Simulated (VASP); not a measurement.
# Ta (Im-3m) in VASP: notebook

The runs below take Ta through single point, relaxation of cell and atoms, with BLYP+D3(BJ).

All numbers are computed with VASP 6.6.1; they aren't measurements. Logs are shortened: lines on timing, memory, paths and dates and some standing lists are left out, and cuts for length are marked.

### 1 The cell of the first run

Symmetry: Im-3m, No. 229, cubic system. The conventional cell has a = 3.267 Å, b = 3.267 Å, c = 3.267 Å, α = 90.00°, β = 90.00°, γ = 90.00°. Ta (site symmetry m-3m) has 14 Ta at 2.83 to 3.27 Å within 3.7 Å.

### 2 Single point, BLYP+D3(BJ)

The input, INCAR:

```
SYSTEM = Ta
PREC     = Accurate       ! precision mode
ENCUT    = 520            ! plane-wave cutoff, eV
EDIFF    = 1E-6           ! SCF threshold, eV
ISMEAR   = -1             ! smearing method
SIGMA    = 0.05           ! smearing width, eV
LREAL    = .False.        ! projectors in reciprocal space
LASPH    = .True.         ! aspherical terms in the spheres
NELM     = 100            ! most SCF steps
ALGO     = Normal         ! electronic algorithm
ISIF     = 2              ! what is computed and relaxed
LWAVE    = .False.        ! write WAVECAR
LCHARG   = .False.        ! write CHGCAR
GGA      = B5             ! functional
ALDAX    = 1.0          
AGGAX    = 1.0          
AGGAC    = 1.0          
ALDAC    = 0.0          
IVDW     = 12             ! dispersion correction
VDW_S6   = 1.0          
VDW_S8   = 2.6996       
VDW_A1   = 0.4298       
VDW_A2   = 4.2359       
NBANDS   = 12             ! bands
```

The input, KPOINTS:

```
Automatic mesh
0
Gamma
  11 11 11
  0 0 0
```

The input, POSCAR:

```
Ta
1.0
   -1.6335509578      1.6335509578      1.6335509578
    1.6335509578     -1.6335509578      1.6335509578
    1.6335509578      1.6335509578     -1.6335509578
Ta
1
Direct
    0.0000000000      0.0000000000      0.0000000000
```

Potentials or basis: VASP PAW PBE potentials, release 64 (Ta_pv).

The run is started by

```bash
$ cat potpaw_PBE.64/Ta_pv/POTCAR > POTCAR
$ mpirun -np 1 vasp_std > vasp.out
```

OUTCAR:

```text
SYSTEM = Ta
   PREC = Accurate
   ENCUT = 520
   EDIFF = 1E-6
   ISMEAR = -1
   LREAL = .False.
   LASPH = .True.
   NELM = 100
   ISIF = 2
   GGA = B5
   IVDW = 12
 IVDW          = 12

 ion  position               nearest neighbor table
   1  0.000  0.000  0.000-

  LATTYP: Found a body centered cubic cell.
 ALAT       =     3.2671019156

  Lattice vectors:

 A1 = (  -1.6335509578,   1.6335509578,   1.6335509578)
 A2 = (   1.6335509578,  -1.6335509578,   1.6335509578)
 A3 = (   1.6335509578,   1.6335509578,  -1.6335509578)

Analysis of symmetry for initial positions (statically):
=====================================================================
 Subroutine PRICEL returns:
 Original cell was already a primitive cell.

 Routine SETGRP: Setting up the symmetry group for a
 body centered cubic supercell.

 Subroutine GETGRP returns: Found 48 space group operations
 (whereof 48 operations were pure point group operations)
 out of a pool of 48 trial point group operations.

The static configuration has the point symmetry O_h .

Analysis of symmetry for dynamics (positions and initial velocities):
=====================================================================
 Subroutine PRICEL returns:
 Original cell was already a primitive cell.

 Routine SETGRP: Setting up the symmetry group for a
 body centered cubic supercell.

 Subroutine GETGRP returns: Found 48 space group operations
 (whereof 48 operations were pure point group operations)
 out of a pool of 48 trial point group operations.

The dynamic configuration has the point symmetry O_h .

 Subroutine INISYM returns: Found 48 space group operations
 (whereof 48 operations are pure point group operations),
 and found     1 'primitive' translations

----------------------------------------------------------------------------------------

                                     Primitive cell

  volume of cell :      17.4364

  direct lattice vectors                    reciprocal lattice vectors
    -1.633550958  1.633550958  1.633550958     0.000000000  0.306081667  0.306081667
     1.633550958 -1.633550958  1.633550958     0.306081667  0.000000000  0.306081667
     1.633550958  1.633550958 -1.633550958     0.306081667  0.306081667  0.000000000

  length of vectors
     2.829393256  2.829393256  2.829393256     0.432864844  0.432864844  0.432864844

  position of ions in fractional coordinates (direct lattice)
[... 83 lines left out ...]
   ISIF   =      2    stress and relaxation
   ISYM   =      2    0-nonsym 1-usesym 2-fastsym
   POTIM  = 0.5000    time-step for ionic-motion
   TEBEG  =    0.0;   TEEND  =   0.0 temperature during run
   PSTRESS=    0.0 pullay stress
   NELECT =      11.0000    total number of electrons
   NUPDOWN=      -1.0000    fix difference up-down
   EMIN   =  10.00;   EMAX   =-10.00  energy-range for DOS
   EFERMI =   0.00;   METHOD = LEGACY
   ISMEAR =    -1;   SIGMA  =   0.05  broadening in eV -4-tet -1-fermi 0-gaus
   EFERMI_NEDOS =   21; number of points for ismear=-14 and -15
   IALGO  =     38    algorithm
   IMIX   =      4    mixing-type and parameters
     AMIX     =   0.40;   BMIX     =  1.00
     AMIX_MAG =   1.60;   BMIX_MAG =  1.00
  volume/ion in A,a.u.               =      17.44       117.67
  Fermi-wavevector in a.u.,A,eV,Ry     =   1.404062  2.653293 26.822402  1.971391
  Thomas-Fermi vector in A             =   2.526662
   LORBIT       =      0    0 simple, 1 ext, 2 COOP (PROOUT), +10 PAW based schemes
   GGA     = B5    functional components
   LHFCALC =     F    Hartree Fock is set to
   AEXX    =    0.0000 exact exchange contribution
   IVDW    =    12    specifies the selected vdW correction
   LEPSILON=     F    determine dielectric tensor
   LRPA    =     F    only Hartree local field effects (RPA)
 non-spin polarized calculation
  energy-cutoff  :      520.00
  volume of cell :       17.44
 maximum number of plane-waves:       478
 NGX is ok and might be reduce to    24
   NGX = 11   NGY = 11   NGZ = 11

 number of electron      11.0000001 magnetization

 Free energy of the ion-electron system (eV)
  ---------------------------------------------------
  ext. energy  EPLUGINS =         0.00000000
  ---------------------------------------------------
  free energy    TOTEN  =       -10.22856895 eV

  energy without entropy =      -10.22036844  energy(sigma->0) =      -10.22446870

 E-fermi :   6.3268     XC(G=0): -12.1592

 val. band max:        6.2488265478   @ k =  -0.3636   0.3636   0.0909
 cond. band min:       6.3367623887   @ k =  -0.4545  -0.4545   0.0909
 fundamental gap:      0.0879358410
 Fermi energy:         6.3268273087

 k-point     1 :       0.0000    0.0000    0.0000
  band No.  band energies     occupation
      1     -26.5061      2.00000
      2     -26.5061      2.00000
      3     -26.5061      2.00000
      4      -1.5437      2.00000
      5       6.9475      0.00001
      6       6.9475      0.00001
      7       6.9475      0.00001
      8      10.3487      0.00000
      9      10.3487      0.00000
     10      20.5097      0.00000
     11      21.6661      0.00000
     12      21.6661      0.00000
[... 331 lines left out ...]
 k-point    24 :       0.3636    0.1818    0.0909
  band No.  band energies     occupation
      1     -27.6038      2.00000
      2     -27.1124      2.00000
      3     -26.7260      2.00000
      4       3.4449      2.00000
      5       4.6569      2.00000
      6       6.5458      0.02476
      7      10.7885      0.00000
      8      11.3710      0.00000
      9      15.8402      0.00000
     10      16.8152      0.00000
     11      20.1925      0.00000
     12      20.5247      0.00000

 [... further k-points ...]

------------------------ aborting loop because EDIFF is reached ----------------------------------------

 Edisp (eV)   -1.69492

 E8    (eV) :    -1.3498

  FORCE on cell =-STRESS in cart. coord.  units (eV):
  Direction    XX          YY          ZZ          XY          YZ          ZX
  --------------------------------------------------------------------------------------
  -------------------------------------------------------------------------------------
  Total       0.15558     0.15558     0.15558     0.00000     0.00000     0.00000
  in kB      14.29598    14.29598    14.29598     0.00000     0.00000     0.00000
  external pressure =       14.30 kB  Pullay stress =        0.00 kB

 VOLUME and BASIS-vectors are now :
 -----------------------------------------------------------------------------
  energy-cutoff  :      520.00
  volume of cell :       17.44
      direct lattice vectors                 reciprocal lattice vectors
    -1.633550958  1.633550958  1.633550958     0.000000000  0.306081667  0.306081667
     1.633550958 -1.633550958  1.633550958     0.306081667  0.000000000  0.306081667
     1.633550958  1.633550958 -1.633550958     0.306081667  0.306081667  0.000000000

 POSITION                                       TOTAL-FORCE (eV/Angst)
 -----------------------------------------------------------------------------------
      0.00000      0.00000      0.00000        -0.000000      0.000000      0.000000
 -----------------------------------------------------------------------------------
    total drift:                               -0.000000     -0.000000     -0.000000

  FREE ENERGIE OF THE ION-ELECTRON SYSTEM (eV)
  ---------------------------------------------------
  free  energy   TOTEN  =       -11.9234931822 eV

  energy  without entropy=      -11.9152926784  energy(sigma->0) =      -11.91939293
```

It took 26 s on 1 thread of AMD EPYC 7R13, shared host; peak memory 0.12 GiB.

What came out:

- Free energy: -11.9235 eV
- Pressure: 1.4 GPa
- Dispersion energy per atom: -1.695 eV

Caveat: the PAW data sets were made with another functional, which shifts forces and pressure a little; spin-orbit coupling is left out, which moves the levels of the heavy elements; pairwise dispersion overbinds metals, which lowers pressure and volume.

### 3 Relaxation of cell and atoms, BLYP+D3(BJ)

This run uses another cell than the first one, of 18.01 Å³/atom, 1.033 times its volume.

The input, INCAR:

```
AGGAC = 1.0 ; AGGAX = 1.0
ALDAC = 0.0 ; ALDAX = 1.0
ALGO = Normal ; EDIFF = 1E-6
EDIFFG = -0.005 ; ENCUT = 600
GGA = B5 ; IBRION = 2
ISIF = 3 ; ISMEAR = -1
IVDW = 12 ; LASPH = T
LCHARG = F ; LREAL = F
LWAVE = F ; NELM = 80
NSW = 80 ; PREC = Accurate
SIGMA = 0.05 ; VDW_A1 = 0.4298
VDW_A2 = 4.2359 ; VDW_S6 = 1.0
VDW_S8 = 2.6996
```

The input, KPOINTS:

```
k-points
0
Gamma
  11 11 11
```

The input, POSCAR:

```
Ta
1.0
   -1.6512800000      1.6512800000      1.6512800000
    1.6512800000     -1.6512800000      1.6512800000
    1.6512800000      1.6512800000     -1.6512800000
Ta
1
Direct
    0.0000000000      0.0000000000      0.0000000000
```

Potentials or basis: VASP PAW PBE potentials, release 64 (Ta_pv).

The run is started by

```bash
$ cat potpaw_PBE.64/Ta_pv/POTCAR > POTCAR
$ mpirun -np 1 vasp_std > vasp.out
```

OUTCAR:

```text
EDIFF = 1E-6
   EDIFFG = -0.005
   ENCUT = 600
   GGA = B5
   IBRION = 2
   ISIF = 3
   ISMEAR = -1
   IVDW = 12
   LASPH = T
   LREAL = F
   NELM = 80
   NSW = 80
   PREC = Accurate
 IVDW          = 12

 ion  position               nearest neighbor table
   1  0.000  0.000  0.000-

  LATTYP: Found a body centered cubic cell.
 ALAT       =     3.3025600000

  Lattice vectors:

 A1 = (  -1.6512800000,   1.6512800000,   1.6512800000)
 A2 = (   1.6512800000,  -1.6512800000,   1.6512800000)
 A3 = (   1.6512800000,   1.6512800000,  -1.6512800000)

Analysis of symmetry for initial positions (statically):
=====================================================================
 Subroutine PRICEL returns:
 Original cell was already a primitive cell.

 Routine SETGRP: Setting up the symmetry group for a
 body centered cubic supercell.

 Subroutine GETGRP returns: Found 48 space group operations
[... 284 lines left out ...]
  ext. energy  EPLUGINS =         0.00000000
  ---------------------------------------------------
  free energy    TOTEN  =       -10.24054000 eV

  energy without entropy =      -10.23239452  energy(sigma->0) =      -10.23646726

 E-fermi :   6.2727     XC(G=0): -12.1263

 val. band max:        6.1884374524   @ k =  -0.3636   0.3636   0.0909
 cond. band min:       6.2751030462   @ k =  -0.4545  -0.4545   0.0909
 fundamental gap:      0.0866655939
 Fermi energy:         6.2726516567

 k-point     1 :       0.0000    0.0000    0.0000
  band No.  band energies     occupation
      1     -26.5853      2.00000
      2     -26.5853      2.00000
      3     -26.5853      2.00000
      4      -1.5756      2.00000
      5       6.8929      0.00001
      6       6.8929      0.00001
      7       6.8929      0.00001
      8      10.2705      0.00000
      9      10.2705      0.00000
[... 265 lines left out ...]
 k-point    24 :       0.3636    0.1818    0.0909
  band No.  band energies     occupation
      1     -27.6600      2.00000
      2     -27.1789      2.00000
      3     -26.8003      2.00000
      4       3.4070      2.00000
      5       4.6159      2.00000
      6       6.4766      0.03328
      7      10.7019      0.00000
      8      11.2792      0.00000
      9      15.7005      0.00000

 [... further k-points ...]

------------------------ aborting loop because EDIFF is reached ----------------------------------------

 Edisp (eV)   -1.68336

 E8    (eV) :    -1.3406
[... 24 lines left out ...]
  FREE ENERGIE OF THE ION-ELECTRON SYSTEM (eV)
  ---------------------------------------------------
  free  energy   TOTEN  =       -11.9238994878 eV

  energy  without entropy=      -11.9157540122  energy(sigma->0) =      -11.91982675

 reached required accuracy - stopping structural energy minimisation
```

OSZICAR:

```text
N       E                     dE             d eps       ncg     rms          rms(c)
DAV:   1     0.516570857404E+02    0.51657E+02   -0.71198E+03  1008   0.130E+03
DAV:   2    -0.997293551317E+01   -0.61630E+02   -0.60902E+02  1316   0.259E+02
DAV:   3    -0.106793673104E+02   -0.70643E+00   -0.69759E+00  1143   0.278E+01
DAV:   4    -0.106838512164E+02   -0.44839E-02   -0.44810E-02  1166   0.188E+00
[... 26 lines left out ...]
       N       E                     dE             d eps       ncg     rms          rms(c)
DAV:   1    -0.102405604798E+02    0.97844E-03   -0.68313E-04  1023   0.382E-01    0.408E-02
DAV:   2    -0.102405434487E+02    0.17031E-04   -0.23455E-05  1028   0.627E-02    0.136E-02
DAV:   3    -0.102405397255E+02    0.37232E-05   -0.12341E-05  1040   0.436E-02    0.561E-03
DAV:   4    -0.102405399965E+02   -0.27105E-06   -0.12738E-07   518   0.412E-03
   4 F= -.11923899E+02 E0= -.11919827E+02  d E =-.786925E-02
```

CONTCAR:

```text
Ta
   1.00000000000000
    -1.6371131265316614    1.6371131265316614    1.6371131265316614
     1.6371131265316614   -1.6371131265316614    1.6371131265316614
     1.6371131265316614    1.6371131265316614   -1.6371131265316614
  Ta
     1
Direct
     0.0000000000000000    1.0000000000000000    1.0000000000000000

  0.00000000E+00  0.00000000E+00  0.00000000E+00
```

Wall time 61 s (1 thread of AMD EPYC 7R13, shared host); peak memory 0.13 GiB.

Results:

```yaml
Free_energy: -11.9239 eV
Relaxed_volume: 17.55 Å³/atom
Relaxed_cell: a = 2.836 Å, b = 2.836 Å, c = 2.836 Å, α = 109.47°, β = 109.47°, γ = 109.47°
Space_group_after_relaxing_to_0.05_Å: Im-3m (No. 229)
Energy_gained_by_relaxing: 7.9 meV/atom
Ionic_steps: 4
Pressure_after_relaxing: 0.0 GPa
Dispersion_energy_per_atom: -1.683 eV
```

Step by step:
```
step  energy change (eV)  largest force (eV/Å)  pressure (GPa)  volume (Å³)
   1              0.0000                0.0000           -5.34        18.01
   2              0.0405                0.0000           15.40        16.49
   3             -0.0079                0.0000           -0.13        17.56
   4             -0.0079                0.0000           -0.02        17.55
```

Final structure:
```
CELL_PARAMETERS angstrom
-1.63711 1.63711 1.63711
1.63711 -1.63711 1.63711
1.63711 1.63711 -1.63711
ATOMIC_POSITIONS crystal
Ta 0.00000 0.00000 0.00000
```

Caveat: the PAW data sets were made with another functional, which shifts forces and pressure a little; spin-orbit coupling is left out, which moves the levels of the heavy elements; pairwise dispersion overbinds metals, which lowers pressure and volume.
